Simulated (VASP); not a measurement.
A run of VASP 6.6.1 is set up as follows.

INCAR

```
ALGO = Normal ; EDIFF = 1E-6
ENCUT = 600 ; GGA = PE
GGA_COMPAT = F ; ISIF = 2
ISMEAR = 0 ; LASPH = T
LCHARG = F ; LMAXMIX = 4
LORBIT = 11 ; LORBMOM = T
LREAL = F ; LSORBIT = T
LWAVE = F ; MAGMOM = 0 0 0 0 0 0 0 0 0
NBANDS = 35 ; NELM = 200
PREC = Accurate ; SIGMA = 0.01
```

File KPOINTS:

```
k-points
0
Gamma
  9 9 9
```

POSCAR

```
HfO2
1.0
    0.0000000000      2.4508112550      2.4508112550
    2.4508112550      0.0000000000      2.4508112550
    2.4508112550      2.4508112550      0.0000000000
Hf O
1 2
Direct
    0.0000000000      0.0000000000      0.0000000000
    0.7500000000      0.7500000000      0.7500000000
    0.2500000000      0.2500000000      0.2500000000
```

Potentials or basis: VASP PAW PBE potentials, release 64 (Hf_pv, O).

The run is started by

```sh
$ cat potpaw_PBE.64/Hf_pv/POTCAR potpaw_PBE.64/O/POTCAR > POTCAR
$ mpirun -np 1 vasp_ncl > vasp.out
```

Predict the net moment.

0.00 μB per cell.

Estimate the pressure.

32.1 GPa.

Moments on the atoms (μB; x, y, z):
```
Hf  0.00 0.00 0.00
O   0.00 0.00 0.00
O   0.00 0.00 0.00
```

Caveat: the cell stands under pressure.
